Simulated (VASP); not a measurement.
# Si3N4 (I-42d) in VASP: a series of runs

The runs below take Si3N4 through single point, with PBE.

Everything below comes from runs of VASP 6.6.1. Logs are shortened: lines on timing, memory, paths and dates and some standing lists are left out, and cuts for length are marked.

## Step 1: The cell of the first run

It takes space group I-42d (No. 122, tetragonal). The conventional cell has a = 6.475 Å, b = 6.475 Å, c = 6.539 Å, α = 90.00°, β = 90.00°, γ = 90.00°. Within 2.3 Å of Si (site symmetry 2) lie 4 N at 1.76 Å. Si (site symmetry -4) has 4 N at 1.76 Å within 2.3 Å. N (site symmetry 1) has 3 Si at 1.76 Å within 2.3 Å.

## Step 2: Single point, PBE (z stretched by +1 %, then relaxed in part)

Contents of INCAR:

```
ALGO = Normal
EDIFF = 1E-7
ENCUT = 520
GGA = PE
ISIF = 2
ISMEAR = -1
LASPH = T
LCHARG = T
LELF = T
LREAL = F
LVHAR = T
LWAVE = F
NBANDS = 45
NELM = 100
PREC = Accurate
SIGMA = 0.02
```

Contents of KPOINTS:

```
k-points
0
Gamma
  6 6 6
```

Contents of POSCAR:

```
Si3N4
1.0
   -3.2373500000      3.2373500000      3.2697235000
    3.2373500000     -3.2373500000      3.2697235000
    3.2373500000      3.2373500000     -3.2697235000
Si N
6 8
Direct
    0.2500000000      0.1255331380      0.8755331380
    0.8744668620      0.2500000000      0.1244668620
    0.7500000000      0.3744668620      0.6244668620
    0.6255331380      0.7500000000      0.3755331380
    0.1250000000      0.8750000000      0.2500000000
    0.3750000000      0.6250000000      0.7500000000
    0.5627998628      0.5632583983      0.5625597388
    0.4367416017      0.4993013405     -0.0004585355
    0.5006986595      0.0002401240      0.9374402612
   -0.0002401240      0.4372001372      0.5004585355
    0.9372001372      0.4997598760      0.0004585355
    0.0632583983      0.0627998628      0.0625597388
   -0.0006986595      0.9367416017      0.4995414645
    0.5002401240      0.0006986595      0.4374402612
```

Potentials or basis: VASP PAW PBE potentials, release 64 (Si, N).

Launch:

```bash
cat potpaw_PBE.64/Si/POTCAR potpaw_PBE.64/N/POTCAR > POTCAR
mpirun -np 1 vasp_std > vasp.out
```

OUTCAR:

```text
EDIFF = 1E-7
   ENCUT = 520
   GGA = PE
   ISIF = 2
   ISMEAR = -1
   LASPH = T
   LREAL = F
   NELM = 100
   PREC = Accurate

 ion  position               nearest neighbor table
   1  0.250  0.126  0.876-  13 1.76   9 1.76  12 1.76   8 1.76   5 3.03   6 3.03   2 3.04   4 3.04
                             2 3.04   4 3.04   6 3.05   5 3.05
   2  0.874  0.250  0.124-  10 1.76  12 1.76  11 1.76   9 1.76   6 3.03   5 3.03   3 3.04   1 3.04
                             3 3.04   1 3.04   6 3.05   5 3.05
   3  0.750  0.374  0.624-   7 1.76  11 1.76  10 1.76  14 1.76   5 3.03   6 3.03   4 3.04   2 3.04
                             2 3.04   4 3.04   6 3.05   5 3.05
   4  0.626  0.750  0.376-   8 1.76  14 1.76  13 1.76   7 1.76   6 3.03   5 3.03   1 3.04   3 3.04
                             1 3.04   3 3.04   6 3.05   5 3.05
   5  0.125  0.875  0.250-  12 1.76  13 1.76  11 1.76  14 1.76   1 3.03   2 3.03   4 3.03   3 3.03
                             2 3.05   3 3.05   1 3.05   4 3.05
   6  0.375  0.625  0.750-   7 1.76   8 1.76   9 1.76  10 1.76   4 3.03   3 3.03   1 3.03   2 3.03
                             3 3.05   2 3.05   1 3.05   4 3.05
   7  0.563  0.563  0.563-   3 1.76   6 1.76   4 1.76
   8  0.437  0.499  1.000-   4 1.76   6 1.76   1 1.76
   9  0.501  0.000  0.937-   1 1.76   6 1.76   2 1.76
  10  1.000  0.437  0.500-   2 1.76   6 1.76   3 1.76
  11  0.937  0.500  0.000-   3 1.76   5 1.76   2 1.76
  12  0.063  0.063  0.063-   2 1.76   5 1.76   1 1.76
  13  0.999  0.937  0.500-   1 1.76   5 1.76   4 1.76
  14  0.500  0.001  0.437-   4 1.76   5 1.76   3 1.76

  LATTYP: Found a body centered tetragonal cell.
 ALAT       =     6.4747000000
 C/A-ratio  =     1.0100000000

  Lattice vectors:

 A1 = (  -3.2373500000,   3.2373500000,   3.2697235000)
 A2 = (   3.2373500000,  -3.2373500000,   3.2697235000)
 A3 = (   3.2373500000,   3.2373500000,  -3.2697235000)

Analysis of symmetry for initial positions (statically):
=====================================================================
 Subroutine PRICEL returns:
 Original cell was already a primitive cell.

 Routine SETGRP: Setting up the symmetry group for a
 body centered tetragonal supercell.

 Subroutine GETGRP returns: Found  8 space group operations
 (whereof  1 operations were pure point group operations)
 out of a pool of 16 trial point group operations.

The static configuration has the point symmetry C_1 .
 The point group associated with its full space group is D_2d.

Analysis of symmetry for dynamics (positions and initial velocities):
=====================================================================
 Subroutine PRICEL returns:
 Original cell was already a primitive cell.

 Routine SETGRP: Setting up the symmetry group for a
 body centered tetragonal supercell.

 Subroutine GETGRP returns: Found  8 space group operations
 (whereof  1 operations were pure point group operations)
 out of a pool of 16 trial point group operations.

The dynamic configuration has the point symmetry C_1 .
 The point group associated with its full space group is D_2d.

 Subroutine INISYM returns: Found  8 space group operations
 (whereof  1 operations are pure point group operations),
 and found     1 'primitive' translations

----------------------------------------------------------------------------------------

                                     Primitive cell

  volume of cell :     137.0725

  direct lattice vectors                    reciprocal lattice vectors
    -3.237350000  3.237350000  3.269723500     0.000000000  0.154447310  0.152918129
     3.237350000 -3.237350000  3.269723500     0.154447310  0.000000000  0.152918129
     3.237350000  3.237350000 -3.269723500     0.154447310  0.154447310  0.000000000

  length of vectors
     5.626007626  5.626007626  5.626007626     0.217342876  0.217342876  0.218421481

  position of ions in fractional coordinates (direct lattice)
     0.250000000  0.125533138  0.875533138
     0.874466862  0.250000000  0.124466862
     0.750000000  0.374466862  0.624466862
     0.625533138  0.750000000  0.375533138
     0.125000000  0.875000000  0.250000000
     0.375000000  0.625000000  0.750000000
     0.562799863  0.563258398  0.562559739
     0.436741602  0.499301340  0.999541464
     0.500698660  0.000240124  0.937440261
     0.999759876  0.437200137  0.500458536
     0.937200137  0.499759876  0.000458536
[... 34 lines left out ...]
     0.025741218  0.025741218  0.000000000     0.000000000  0.000000000  0.166666667

  Length of vectors
     0.036223813  0.036223813  0.036403580

  Shift w.r.t. Gamma in fractional coordinates (k-lattice)
     0.000000000  0.000000000  0.000000000

 Subroutine IBZKPT returns following result:
 ===========================================

 Found     30 irreducible k-points:

 Following reciprocal coordinates:
            Coordinates               Weight
  0.000000  0.000000  0.000000      1.000000
  0.166667  0.000000  0.000000      8.000000
  0.333333  0.000000 -0.000000      8.000000
  0.500000  0.000000 -0.000000      4.000000
  0.166667  0.166667 -0.000000      8.000000
  0.333333  0.166667 -0.000000     16.000000
[... 16 lines left out ...]
 -0.333333 -0.333333  0.166667      8.000000
 -0.166667 -0.333333  0.166667      8.000000
 [... further k-points ...]
   k-points           NKPTS =     30   k-points in BZ     NKDIM =     30   number of bands    NBANDS=     45
   number of dos      NEDOS =    301   number of ions     NIONS =     14
   total plane-waves  NPLWV =  74088
   dimension x,y,z NGX =    42 NGY =   42 NGZ =   42
   dimension x,y,z NGXF=    84 NGYF=   84 NGZF=   84
   ions per type =               6   8
   NGX,Y,Z   is equivalent  to a cutoff of  12.41, 12.41, 12.41 a.u.
   NGXF,Y,Z  is equivalent  to a cutoff of  24.82, 24.82, 24.82 a.u.
 SYSTEM =  unknown system
   PREC   = accura    normal or accurate (medium, high low for compatibility)
   ISTART =      0    job   : 0-new  1-cont  2-samecut
   ICHARG =      2    charge: 1-file 2-atom 10-const
   ISPIN  =      1    spin polarized calculation?
   LNONCOLLINEAR =      F non collinear calculations
   LSORBIT =      F    spin-orbit coupling
   LASPH  =      T    aspherical Exc in radial PAW
   ENCUT  =  520.0 eV  38.22 Ry    6.18 a.u.  10.46 10.46 10.46*2*pi/ulx,y,z
   NELM   =    100;   NELMIN=  2; NELMDL= -5     # of ELM steps
   EDIFF  = 0.1E-06   stopping-criterion for ELM
   LREAL  =      F    real-space projection
   EDIFFG = 0.1E-05   stopping-criterion for IOM
   NSW    =      0    number of steps for IOM
   IBRION =     -1    ionic relax: 0-MD 1-quasi-New 2-CG
   NFREE  =      0    steps in history (QN), initial steepest desc. (CG)
   ISIF   =      2    stress and relaxation
   ISYM   =      2    0-nonsym 1-usesym 2-fastsym
   POTIM  = 0.5000    time-step for ionic-motion
   TEBEG  =    0.0;   TEEND  =   0.0 temperature during run
   PSTRESS=    0.0 pullay stress
   NELECT =      64.0000    total number of electrons
   NUPDOWN=      -1.0000    fix difference up-down
   EMIN   =  10.00;   EMAX   =-10.00  energy-range for DOS
   EFERMI =   0.00;   METHOD = LEGACY
   ISMEAR =    -1;   SIGMA  =   0.02  broadening in eV -4-tet -1-fermi 0-gaus
   EFERMI_NEDOS =   21; number of points for ismear=-14 and -15
   IALGO  =     38    algorithm
   IMIX   =      4    mixing-type and parameters
     AMIX     =   0.40;   BMIX     =  1.00
     AMIX_MAG =   1.60;   BMIX_MAG =  1.00
  volume/ion in A,a.u.               =       9.79        66.07
  Fermi-wavevector in a.u.,A,eV,Ry     =   1.270042  2.400031 21.946284  1.613006
  Thomas-Fermi vector in A             =   2.403051
   LORBIT       =      0    0 simple, 1 ext, 2 COOP (PROOUT), +10 PAW based schemes
   GGA     = PE    functional components
   LHFCALC =     F    Hartree Fock is set to
   AEXX    =    0.0000 exact exchange contribution
   IVDW    =     0    specifies the selected vdW correction
   LEPSILON=     F    determine dielectric tensor
   LRPA    =     F    only Hartree local field effects (RPA)
 non-spin polarized calculation
  energy-cutoff  :      520.00
  volume of cell :      137.07
 maximum number of plane-waves:      3713
 NGX is ok and might be reduce to    42
   NGX = 21   NGY = 21   NGZ = 21

 number of electron      63.9999999 magnetization

 Free energy of the ion-electron system (eV)
  ---------------------------------------------------
  ext. energy  EPLUGINS =         0.00000000
  ---------------------------------------------------
  free energy    TOTEN  =      -113.14531463 eV

  energy without entropy =     -113.14531463  energy(sigma->0) =     -113.14531463

 E-fermi :   8.0450     XC(G=0): -11.3322

 val. band max:        7.5919807073   @ k =   0.3333   0.3333  -0.0000
 cond. band min:      11.6143533637   @ k =  -0.1667  -0.1667   0.1667
 fundamental gap:      4.0223726564
 Fermi energy:         8.0450147708

 k-point     1 :       0.0000    0.0000    0.0000
  band No.  band energies     occupation
      1     -10.5131      2.00000
      2      -7.6854      2.00000
      3      -7.6738      2.00000
      4      -7.6738      2.00000
      5      -7.1746      2.00000
      6      -7.1570      2.00000
[... 1117 lines left out ...]
     43      15.7234      0.00000
     44      15.8574      0.00000

 [... further k-points ...]

 [bands above 44 left out]

------------------------ aborting loop because EDIFF is reached ----------------------------------------

  FORCE on cell =-STRESS in cart. coord.  units (eV):
  Direction    XX          YY          ZZ          XY          YZ          ZX
  --------------------------------------------------------------------------------------
  -------------------------------------------------------------------------------------
  Total       -0.3178412     -0.3178412     -1.8588003      0.0000000      0.0000000      0.0000000
  in kB       -3.7150992     -3.7150992    -21.7266614      0.0000000      0.0000000      0.0000000
  external PRESSURE =      -9.7189533 kB  Pullay stress =       0.0000000 kB

 VOLUME and BASIS-vectors are now :
 -----------------------------------------------------------------------------
  energy-cutoff  :      520.00
  volume of cell :      137.07
      direct lattice vectors                 reciprocal lattice vectors
    -3.237350000  3.237350000  3.269723500     0.000000000  0.154447310  0.152918129
     3.237350000 -3.237350000  3.269723500     0.154447310  0.000000000  0.152918129
     3.237350000  3.237350000 -3.269723500     0.154447310  0.154447310  0.000000000

 POSITION                                       TOTAL-FORCE (eV/Angst)
 -----------------------------------------------------------------------------------
      2.43146      3.23735     -1.63486         0.000698      0.000000     -0.000000
     -1.61868      2.42456      3.26972        -0.000000     -0.000698     -0.000000
      0.80589      3.23735      1.63486        -0.000698     -0.000000     -0.000000
      1.61868      0.81279      3.26972         0.000000      0.000698     -0.000000
      3.23735     -1.61868      2.45229         0.000000     -0.000000     -0.000000
      3.23735      1.61868      0.81743        -0.000000      0.000000     -0.000000
      1.82269      1.81972      1.84248         0.001195      0.003161      0.004450
      3.43839      3.03334     -0.20762         0.003161     -0.001195     -0.004450
      1.41466      4.65498     -1.42724        -0.001195     -0.003161      0.004450
     -0.20104      3.44136      3.06210        -0.003161      0.001195     -0.004450
     -1.41466      1.41763      4.69696         0.001195     -0.003161     -0.004450
      0.20104      0.20401      0.20762         0.003161      0.001195      0.004450
      1.41466      1.81972      4.69696        -0.001195      0.003161     -0.004450
     -0.20104      3.03334      0.20762        -0.003161     -0.001195      0.004450
 -----------------------------------------------------------------------------------
    total drift:                                0.000001      0.000001      0.000001

  FREE ENERGIE OF THE ION-ELECTRON SYSTEM (eV)
  ---------------------------------------------------
  free  energy   TOTEN  =      -113.1453146345 eV

  energy  without entropy=     -113.1453146344  energy(sigma->0) =     -113.14531463
```

Wall time 2.2 min (1 thread of Intel Xeon Platinum 8488C (Sapphire Rapids), shared host); peak memory 0.32 GiB.

Results:

```
Free energy            : -113.1453 eV
Pressure               : -1.0 GPa
Largest force          : 0.006 eV/Å
Band gap on the k mesh : 4.02 eV (least direct gap 4.21 eV)
```

Forces on the atoms (eV/Å):
```
Si   0.001  0.000  0.000
Si   0.000 -0.001  0.000
Si  -0.001  0.000  0.000
Si   0.000  0.001  0.000
Si   0.000  0.000  0.000
Si   0.000  0.000  0.000
N    0.001  0.003  0.004
N    0.003 -0.001 -0.004
N   -0.001 -0.003  0.004
N   -0.003  0.001 -0.004
N    0.001 -0.003 -0.004
N    0.003  0.001  0.004
N   -0.001  0.003 -0.004
N   -0.003 -0.001  0.004
```

Levels at points of the mesh, in eV from the valence-band top:
| k point | band 30 | band 31 | band 32 | band 33 | band 34 | band 35 |
| --- | --- | --- | --- | --- | --- | --- |
| (0.00, 0.00, 0.00) | -0.16 | -0.16 | -0.06 | 4.55 | 4.59 | 4.59 |
| (0.50, 0.00, 0.00) | -1.26 | -0.02 | -0.01 | 4.93 | 4.96 | 5.86 |
| (0.50, 0.50, 0.00) | -1.27 | -0.02 | -0.02 | 4.93 | 4.93 | 5.82 |
| (0.50, 0.50, 0.50) | -1.86 | -1.18 | -1.18 | 5.35 | 5.35 | 5.37 |

Caveat: the cell differs from its parent crystal (z stretched by +1 %, then relaxed in part). A k mesh can miss the band edges.

## Step 3: Single point, PBE (z stretched by +2 %, then relaxed in part)

Contents of INCAR:

```
ALGO = Normal ; EDIFF = 1E-6
ENCUT = 520 ; GGA = PE
ISIF = 2 ; ISMEAR = -1
LASPH = T ; LCHARG = F
LREAL = F ; LWAVE = F
NBANDS = 45 ; NELM = 80
PREC = Accurate ; SIGMA = 0.02
```

KPOINTS is that of step 2.

Contents of POSCAR:

```
Si3N4
1.0
   -3.2373500000      3.2373500000      3.3020970000
    3.2373500000     -3.2373500000      3.3020970000
    3.2373500000      3.2373500000     -3.3020970000
Si N
6 8
Direct
    0.2500000000      0.1257179779      0.8757179779
    0.8742820221      0.2500000000      0.1242820221
    0.7500000000      0.3742820221      0.6242820221
    0.6257179779      0.7500000000      0.3757179779
    0.1250000000      0.8750000000      0.2500000000
    0.3750000000      0.6250000000      0.7500000000
    0.5633313500      0.5645068656      0.5628273597
    0.4354931344      0.4983204941     -0.0011755156
    0.5016795059      0.0005039903      0.9371726403
   -0.0005039903      0.4366686500      0.5011755156
    0.9366686500      0.4994960097      0.0011755156
    0.0645068656      0.0633313500      0.0628273597
   -0.0016795059      0.9354931344      0.4988244844
    0.5005039903      0.0016795059      0.4371726403
```

Potentials or basis: VASP PAW PBE potentials, release 64 (Si, N).

Launch:

```bash
cat potpaw_PBE.64/Si/POTCAR potpaw_PBE.64/N/POTCAR > POTCAR
mpirun -np 1 vasp_std > vasp.out
```

Wall time 2.1 min (1 thread of Intel Xeon Platinum 8488C (Sapphire Rapids), shared host); peak memory 0.32 GiB.

Results (log left out):

```
Free energy            : -113.1123 eV
Pressure               : -3.4 GPa
Largest force          : 0.020 eV/Å
Band gap on the k mesh : 3.98 eV (least direct gap 4.17 eV)
```

Forces in eV/Å, atoms in the order of the input:
```
Si   0.017  0.000  0.000
Si   0.000 -0.017  0.000
Si  -0.017  0.000  0.000
Si   0.000  0.017  0.000
Si   0.000  0.000  0.000
Si   0.000  0.000  0.000
N   -0.002  0.018 -0.009
N    0.018  0.002  0.009
N    0.002 -0.018 -0.009
N   -0.018 -0.002  0.009
N   -0.002 -0.018  0.009
N    0.018 -0.002 -0.009
N    0.002  0.018  0.009
N   -0.018  0.002 -0.009
```

Stress tensor (GPa, compression positive):
```
-2.21  0.00  0.00
 0.00 -2.21  0.00
 0.00  0.00 -5.80
```

Levels at points of the mesh, in eV from the valence-band top:
```tsv
k point	band 28	band 29	band 30	band 31	band 32	band 33	band 34	band 35	band 36	band 37
(0.00, 0.00, 0.00)	-1.87	-0.18	-0.15	-0.15	-0.07	4.42	4.52	4.52	4.57	4.58
(0.50, 0.00, 0.00)	-1.93	-1.25	-1.24	-0.02	-0.01	4.89	4.94	5.78	5.80	6.15
(0.50, 0.50, 0.00)	-1.97	-1.26	-1.26	-0.02	-0.02	4.89	4.89	5.70	5.70	6.31
(0.50, 0.50, 0.50)	-1.85	-1.81	-1.81	-1.17	-1.17	5.29	5.29	5.33	5.33	5.38
```

Caveat: the cell differs from its parent crystal (z stretched by +2 %, then relaxed in part); the cell stands under tension.
